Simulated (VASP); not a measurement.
Runs of VASP 6.6.1 on Hg. The structure is that of space group Fm-3m (No. 225), or close to it. The cells are those of the table. 

| task | level | potentials or basis | cell | k mesh | cutoff (eV) | second run | gap on the mesh (eV) | pressure (GPa) | relaxed volume (Å³/atom) |
| --- | --- | --- | --- | --- | --- | --- | --- | --- | --- |
| relaxation of cell and atoms | PBE+D3(BJ) | VASP PAW PBE potentials, release 64 (Hg) | relaxed from a = 3.383 Å, angles 60.0°, 1 atom | 8 × 8 × 8 | 600 | - | none | 0.0 | 27.06 |
| single point | PBE | VASP PAW PBE potentials, release 64 (Hg) | a = 3.332 Å, angles 60.0°, 1 atom | 10 × 10 × 10 | 520 | - | none | (a) | - |
| relaxation of cell and atoms | r2SCAN+rVV10 | VASP PAW PBE potentials, release 64 (Hg_sv_GW) | relaxed from a = 3.357 Å, angles 60.0°, 1 atom | 8 × 8 × 8 | 550 | valence_matched | none | 0.0 | 26.02 |
| single point | PBE+D3(BJ) | VASP PAW PBE potentials, release 64 (Hg) | a = 3.357 Å, angles 60.0°, 1 atom | 8 × 8 × 8 | 520 | - | none | 0.2 | - |
| relaxation of cell and atoms | r2SCAN+rVV10 | VASP PAW PBE potentials, release 64 (Hg) | relaxed from a = 3.357 Å, angles 60.0°, 1 atom | 8 × 8 × 8 | 600 | - | none | 0.0 | (b) |
| single point | r2SCAN | VASP PAW PBE potentials, release 64 (Hg) | a = 3.332 Å, angles 60.0°, 1 atom | 10 × 10 × 10 | 520 | - | none | 0.6 | - |
| single point | r2SCAN+rVV10 | VASP PAW PBE potentials, release 64 (Hg) | a = 3.332 Å, angles 60.0°, 1 atom | 8 × 8 × 8 | 520 | - | none | 0.6 | - |

Alike in all rows: no spin polarisation; smearing fermi-dirac 0.02 eV.

Q: Fill in the values left out.

A: (a) 1.1; (b) 26.87.

Caveats: spin-orbit coupling is left out, which moves the levels of the heavy elements; the PAW data sets were made with another functional, which shifts forces and pressure a little (some runs); pairwise dispersion overbinds metals, which lowers pressure and volume (some runs).

A k mesh can miss the band edges, and the runs leave out spin-orbit coupling on Hg.

A gap of «none» marks levels without a gap at the run's occupations.

The runs don't all hold the same shells in valence.
